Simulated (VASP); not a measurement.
# GeB6P8 (a cell with a defect) in VASP: settings compared, part 2 of 2

VASP 6.6.1. The steps go on from the part before.

### 3 Single point, PBEsol+D4, collinear spin

INCAR reads:

```
SYSTEM = GeB6P8
PREC = Accurate
ENCUT = 420
EDIFF = 1E-6
ISMEAR = 0
SIGMA = 0.05
LREAL = Auto
LASPH = .TRUE.
NELM = 200
ALGO = Normal
ISIF = 2
LWAVE = .FALSE.
LCHARG = .FALSE.
ISPIN = 2
MAGMOM = 0 0 0 0 0 0 0 0.4 0.4 0 0.4 0 0 0.4 0.4
LORBIT = 11
GGA = PS
IVDW = 13
NBANDS = 53
ISYM = -1
GGA_COMPAT = .FALSE.
```

KPOINTS reads:

```
explicit points
1
Reciprocal
  0.25000000   0.25000000   0.25000000 1
```

POSCAR reads:

```
GeB6P8
1.0
    9.0403780000      0.0000000000      0.0000000000
    0.0000000000      4.5201890000      0.0000000000
    0.0000000000      0.0000000000      4.5201890000
B P Ge
6 8 1
Direct
    0.0102060000      0.0236830000      0.9977570000
    0.2364670000      0.5188010000      0.9815450000
    0.7437090000      0.4951320000      0.9826600000
    0.2461760000      0.0042610000      0.5014910000
    0.7497120000      0.9902800000      0.4980360000
    0.0025670000      0.5017680000      0.4975030000
    0.1302980000      0.2472630000      0.2525050000
    0.6241450000      0.2509310000      0.2568350000
    0.3779450000      0.7503170000      0.2273240000
    0.8767580000      0.7511140000      0.2426430000
    0.3608840000      0.2698890000      0.7506390000
    0.8691330000      0.2533440000      0.7528960000
    0.1237820000      0.7395760000      0.7642370000
    0.6302710000      0.7448380000      0.7444500000
    0.4938930000      0.5290170000      0.4876280000
```

Potentials or basis: VASP PAW PBE potentials, release 64 (B, P, Ge_d).

Started as:

```sh
> cat potpaw_PBE.64/B/POTCAR potpaw_PBE.64/P/POTCAR potpaw_PBE.64/Ge_d/POTCAR > POTCAR
> mpirun -np 1 vasp_std > vasp.out
```

OUTCAR:

```text
SYSTEM = GeB6P8
   PREC = Accurate
   ENCUT = 420
   EDIFF = 1E-6
   ISMEAR = 0
   LREAL = Auto
   LASPH = .TRUE.
   NELM = 200
   ISIF = 2
   ISPIN = 2
   LORBIT = 11
   GGA = PS
   IVDW = 13
   ISYM = -1

 ion  position               nearest neighbor table
   1  0.010  0.024  0.998-   7 1.88  13 1.95  12 1.98  10 2.05
   2  0.236  0.519  0.982-  13 1.73  11 1.90   7 1.98   9 1.99
   3  0.744  0.495  0.983-  14 1.87  12 1.89   8 1.98  10 2.04
   4  0.246  0.004  0.501-   7 1.89  11 1.95  13 2.02   9 2.07
   5  0.750  0.990  0.498-  14 1.91  10 1.95   8 1.97  12 1.98
   6  0.003  0.502  0.498-  13 1.95   7 1.97  10 1.97  12 2.01
   7  0.130  0.247  0.253-   1 1.88   4 1.89   6 1.97   2 1.98
   8  0.624  0.251  0.257-   5 1.97   3 1.98  15 2.01
   9  0.378  0.750  0.227-  15 1.87   2 1.99   4 2.07
  10  0.877  0.751  0.243-   5 1.95   6 1.97   3 2.04   1 2.05
  11  0.361  0.270  0.751-   2 1.90   4 1.95  15 2.06
  12  0.869  0.253  0.753-   3 1.89   5 1.98   1 1.98   6 2.01
  13  0.124  0.740  0.764-   2 1.73   6 1.95   1 1.95   4 2.02
  14  0.630  0.745  0.744-   3 1.87   5 1.91  15 1.95
  15  0.494  0.529  0.488-   9 1.87  14 1.95   8 2.01  11 2.06

IMPORTANT INFORMATION: All symmetrisations will be switched off!
NOSYMM: (Re-)initialisation of all symmetry stuff for point group C_1.

----------------------------------------------------------------------------------------

                                     Primitive cell

  volume of cell :     184.7140

  direct lattice vectors                    reciprocal lattice vectors
     9.040378000  0.000000000  0.000000000     0.110614844  0.000000000  0.000000000
     0.000000000  4.520189000  0.000000000     0.000000000  0.221229688  0.000000000
     0.000000000  0.000000000  4.520189000     0.000000000  0.000000000  0.221229688

  length of vectors
     9.040378000  4.520189000  4.520189000     0.110614844  0.221229688  0.221229688

  position of ions in fractional coordinates (direct lattice)
     0.010206000  0.023683000  0.997757000
     0.236467000  0.518801000  0.981545000
[... 238 lines left out ...]
  in kB     198.52547   148.54397   138.37453   -75.56480   -84.27830    99.64197
  external pressure =      161.81 kB  Pullay stress =        0.00 kB

 VOLUME and BASIS-vectors are now :
 -----------------------------------------------------------------------------
  energy-cutoff  :      420.00
  volume of cell :      184.71
      direct lattice vectors                 reciprocal lattice vectors
     9.040378000  0.000000000  0.000000000     0.110614844  0.000000000  0.000000000
     0.000000000  4.520189000  0.000000000     0.000000000  0.221229688  0.000000000
     0.000000000  0.000000000  4.520189000     0.000000000  0.000000000  0.221229688

 POSITION                                       TOTAL-FORCE (eV/Angst)
 -----------------------------------------------------------------------------------
      0.09227      0.10705      4.51005        -1.808763     -1.371209     -0.055475
      2.13775      2.34508      4.43677         3.230987     -2.233631      3.014937
      6.72341      2.23809      4.44181         0.292626     -0.397236      1.448440
      2.22552      0.01926      2.26683         0.994966     -0.481859     -0.298164
      6.77768      4.47625      2.25122         0.292842      0.868028     -0.073922
      0.02321      2.26809      2.24881        -0.793844     -0.221266      0.157526
      1.17794      1.11768      1.14137        -1.057944      0.997847     -0.019946
      5.64251      1.13426      1.16094         3.396258     -4.417877     -3.873648
      3.41677      3.39157      1.02755        -7.412887      6.870133     -6.446436
      7.92622      3.39518      1.09679         0.246553      0.721400     -0.219996
      3.26253      1.21995      3.39303        -3.262671     -3.531551      2.537248
      7.85729      1.14516      3.40323         1.585605     -0.857090     -0.765453
      1.11904      3.34302      3.45450        -2.675467      3.471234     -3.206609
      5.69789      3.36681      3.36505         3.423206      4.739594      5.028314
      4.46498      2.39126      2.20417         3.548533     -4.156517      2.773184
 -----------------------------------------------------------------------------------
    total drift:                               -0.000059      0.000397     -0.000961

  FREE ENERGIE OF THE ION-ELECTRON SYSTEM (eV)
  ---------------------------------------------------
  free  energy   TOTEN  =       -93.6451815012 eV

  energy  without entropy=      -93.6450816901  energy(sigma->0) =      -93.64513160

 total charge

# of ion       s       p       d       tot
------------------------------------------
    1        0.673   1.287   0.000   1.960
    2        0.699   1.396   0.000   2.095
    3        0.667   1.286   0.000   1.953
    4        0.658   1.253   0.000   1.910
    5        0.668   1.258   0.000   1.926
    6        0.661   1.250   0.000   1.911
    7        0.992   1.574   0.000   2.566
    8        1.014   1.622   0.000   2.636
    9        1.053   1.529   0.000   2.582
   10        0.999   1.519   0.000   2.518
   11        1.047   1.550   0.000   2.597
   12        0.996   1.553   0.000   2.549
   13        1.005   1.610   0.000   2.616
   14        1.010   1.689   0.000   2.699
   15        1.183   1.993  10.320  13.495
--------------------------------------------------
tot         13.325  22.370  10.320  46.015

 magnetization (x)

# of ion       s       p       d       tot
------------------------------------------
    1       -0.000   0.000   0.000   0.000
    2        0.000   0.000   0.000   0.000
    3        0.000   0.000   0.000   0.000
    4        0.000   0.000   0.000   0.000
    5        0.000   0.000   0.000   0.000
    6       -0.000  -0.000   0.000  -0.000
    7        0.000  -0.000   0.000  -0.000
    8        0.000   0.000   0.000   0.000
    9        0.000  -0.000   0.000   0.000
   10        0.000   0.000   0.000   0.000
   11       -0.000  -0.000   0.000  -0.000
   12        0.000   0.000   0.000   0.000
   13        0.000  -0.000   0.000  -0.000
   14        0.000   0.000   0.000   0.000
   15       -0.000  -0.000  -0.000  -0.000
--------------------------------------------------
tot          0.000  -0.000  -0.000  -0.000
```

stdout:

```text
POSCAR found type information on POSCAR B P Ge
 POSCAR found :  3 types and      15 ions
 scaLAPACK will be used
 -----------------------------------------------------------------------------
|                                                                             |
|                                                                             |
|     You enforced a specific xc type in the INCAR file but a different       |
|     I HOPE YOU KNOW WHAT YOU ARE DOING!                                     |
|                                                                             |
 -----------------------------------------------------------------------------

 LDA part: xc-table for (Slater+PW92), standard interpolation
 POSCAR, INCAR and KPOINTS ok, starting setup
 FFT: planning ... GRIDC
 FFT: planning ... GRID_SOFT
 FFT: planning ... GRID
 WAVECAR not read
 entering main loop
```

It took 56 s on 1 thread of Intel Xeon Platinum 8259CL at 2.50GHz (Skylake/Cascade Lake), shared host; peak memory 0.26 GiB.

What came out:

```yaml
Free_energy: -93.6452 eV
Pressure: 16.2 GPa
Largest_force: 11.988 eV/Å
Net_moment: 0.00 μB per cell
Valence_electrons_inside_the_program's_atomic_spheres: B 1.96, 2.10, 1.95, 1.91, 1.93 (each value once); P 2.57, 2.64, 2.58, 2.52, 2.60, 2.55, 2.62, 2.70; Ge 13.49
Dispersion_energy_per_atom: -0.215 eV
```

Forces on the atoms (eV/Å):
```
B   -1.809 -1.371 -0.055
B    3.231 -2.234  3.015
B    0.293 -0.397  1.448
B    0.995 -0.482 -0.298
B    0.293  0.868 -0.074
B   -0.794 -0.221  0.158
P   -1.058  0.998 -0.020
P    3.396 -4.418 -3.874
P   -7.413  6.870 -6.446
P    0.247  0.721 -0.220
P   -3.263 -3.532  2.537
P    1.586 -0.857 -0.765
P   -2.675  3.471 -3.207
P    3.423  4.740  5.028
Ge   3.549 -4.157  2.773
```

Caveat: the PAW data sets were made with another functional, which shifts forces and pressure a little.

### 4 Single point, PBEsol, collinear spin

INCAR reads:

```
ALGO = Normal
EDIFF = 1E-6
ENCUT = 420
GGA = PS
GGA_COMPAT = F
ISIF = 2
ISMEAR = -1
ISPIN = 2
ISYM = -1
LASPH = T
LCHARG = T
LELF = T
LORBIT = 11
LREAL = Auto
LVHAR = T
LWAVE = F
MAGMOM = 0 0 0 0 0 0 0 0.4 0.4 0 0.4 0 0 0.4 0.4
NBANDS = 53
NELECT = 70.0
NELM = 200
PREC = Accurate
SIGMA = 0.05
```

KPOINTS is that of step 3.

POSCAR is that of step 3.

Started as:

```sh
> cat potpaw_PBE.64/B/POTCAR potpaw_PBE.64/P/POTCAR potpaw_PBE.64/Ge_d/POTCAR > POTCAR
> mpirun -np 1 vasp_std > vasp.out
```

Run time: 41 s. Hardware: 1 thread of Intel Xeon Platinum 8259CL at 2.50GHz (Skylake/Cascade Lake), shared host; peak memory 0.25 GiB.

Results (log left out):

| Quantity | Value |
| --- | --- |
| Free energy | -105.7305 eV |
| Largest force | 12.224 eV/Å |
| Net moment | 0.00 μB per cell |
| Valence electrons inside the program's atomic spheres | B 1.90, 2.04, 1.92, 1.86, 1.89 (each value once); P 2.51, 2.54, 2.53, 2.45, 2.49, 2.56, 2.64 (each value once); Ge 13.41 |

Forces in eV/Å, atoms in the order of the input:
```
B   -2.058 -1.788 -0.679
B    3.585 -2.631  3.068
B   -0.070 -0.514  1.128
B    1.351 -1.163  0.224
B   -0.424  0.222 -0.737
B   -0.767 -0.259 -0.153
P   -0.888  1.647  0.589
P    3.441 -2.692 -2.589
P   -7.531  7.020 -6.590
P    0.429  0.560  0.317
P   -2.843 -3.359  2.369
P    1.953 -0.242 -0.198
P   -2.661  3.653 -3.396
P    3.691  3.684  3.602
Ge   2.794 -4.134  3.045
```

Levels at points of the mesh, in eV from the Fermi level:
Spin up:
```csv
k point,band 31,band 32,band 33,band 34,band 35,band 36,band 37,band 38,band 39,band 40
"(0.25, 0.25, 0.25)",-2.19,-1.96,-1.71,-0.47,-0.29,0.29,0.82,2.56,2.85,3.35
```
Spin down:
| k point | band 31 | band 32 | band 33 | band 34 | band 35 | band 36 | band 37 | band 38 | band 39 | band 40 |
| --- | --- | --- | --- | --- | --- | --- | --- | --- | --- | --- |
| (0.25, 0.25, 0.25) | -2.19 | -1.96 | -1.71 | -0.47 | -0.29 | 0.29 | 0.82 | 2.56 | 2.85 | 3.35 |

Caveat: the cell carries a net charge on a neutralising background, which shifts energy and pressure; the cell is charged against a uniform background, so pressure and absolute levels hang on convention; the PAW data sets were made with another functional, which shifts forces and pressure a little.
